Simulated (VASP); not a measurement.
Write the native input for VASP 6.6.1 that does the following.

```
Task                   : single point
Functional             : PBE
Potentials or basis    : VASP PAW PBE potentials, release 64 (Mn_sv)
Cutoff                 : 680 eV
k mesh                 : 12 × 12 × 7
Occupations            : fermi-dirac, width 0.05 eV
Spin                   : collinear spin, ferromagnetic start
Starting moments       : [-1.33, -1.45] μB
Dipole correction      : no
Further INCAR settings : ALGO = Normal; EDIFF = 1e-06; NBANDS = 26
```

The structure of Mn lies in POSCAR:

```
Mn
1.0
    2.4836457705      0.0000000000      0.0000000000
   -1.2418228853      2.1509003313      0.0000000000
    0.0000000000      0.0000000000      4.0261950000
Mn
2
Direct
    0.3333333333      0.6666666667      0.2500000000
    0.6666666667      0.3333333333      0.7500000000
```

This isn't the form of Mn at room conditions, which is a 58-atom cubic cell.

The input as run:

INCAR

```
SYSTEM = Mn
  ALGO = Normal
  EDIFF = 1E-6
  ENCUT = 680
  GGA = PE
  GGA_COMPAT = .False.
  ISIF = 2
  ISMEAR = -1
  ISPIN = 2
  LASPH = .True.
  LCHARG = .True.
  LELF = .True.
  LMAXMIX = 4
  LORBIT = 11
  LREAL = .False.
  LVHAR = .True.
  LWAVE = .False.
  MAGMOM = -1.33 -1.45
  NBANDS = 26
  NELM = 200
  PREC = Accurate
  SIGMA = 0.05
```

KPOINTS

```
k-points
0
Gamma
  12 12 7
  0 0 0
```

Potentials or basis: VASP PAW PBE potentials, release 64 (Mn_sv).

Command:

```console
$ cat potpaw_PBE.64/Mn_sv/POTCAR > POTCAR
$ mpirun -np 1 vasp_std > vasp.out
```

It gave:

The pressure is -2.7 GPa, the band gap on the k mesh is zero (filled and empty bands overlap) and the net moment is 0.00 μB per cell. The site moments are Mn +0.03, -0.03 μB and the valence electrons inside the program's atomic spheres are Mn 13.03.

Caveat: the moments typed at the start vanished in this run.

Wall time 76 s on 1 thread of AMD EPYC 9R45 96-Core Processor (Zen 5), on a shared host, peak memory 0.19 GiB.
